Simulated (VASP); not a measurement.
Write the native input for VASP 6.6.1 that does the following.

```yaml
Task: relaxation of cell and atoms
Functional: LDA
Potentials_or_basis: VASP PAW LDA potentials, release 64 (Au)
Cutoff: 600 eV
k_mesh: 18 × 18 × 18
Occupations: fermi-dirac, width 0.15 eV
Spin: no spin polarisation
Dipole_correction: no
Further_INCAR_settings: ALGO = Normal; EDIFF = 1e-06; IBRION = 2; EDIFFG = -0.001; NSW = 80; ISIF = 3
```

The structure of Au lies in POSCAR:

```
Au
1.0
    0.0000000000      2.0238288654      2.0238288654
    2.0238288654      0.0000000000      2.0238288654
    2.0238288654      2.0238288654      0.0000000000
Au
1
Direct
    0.0000000000      0.0000000000      0.0000000000
```

The input as run:

INCAR

```
  ALGO = Normal
  EDIFF = 1E-6
  EDIFFG = -0.001
  ENCUT = 600
  GGA = CA
  IBRION = 2
  ISIF = 3
  ISMEAR = -1
  LASPH = True
  LCHARG = False
  LREAL = False
  LWAVE = False
  NELM = 100
  NSW = 80
  PREC = Accurate
  SIGMA = 0.15
```

KPOINTS

```
k-points
0
Gamma
  18 18 18
```

Potentials or basis: VASP PAW LDA potentials, release 64 (Au).

Run with:

```sh
$ cat potpaw_LDA.64/Au/POTCAR > POTCAR
$ mpirun -np 1 vasp_std > vasp.out
```

It gave:

```json
{"Relaxed volume": "16.63 Å³/atom", "Relaxed cell": "a = 2.865 Å, b = 2.865 Å, c = 2.865 Å, α = 60.00°, β = 60.00°, γ = 60.00°", "Space group after relaxing (to 0.05 Å)": "Fm-3m (No. 225)", "Energy gained by relaxing": "0.1 meV/atom", "Ionic steps": "11", "Pressure after relaxing": "0.0 GPa"}
```

It took 65 s on 1 thread of Intel(R) Xeon(R) Platinum 8488C (Sapphire Rapids) (shared host), peak memory 0.16 GiB.
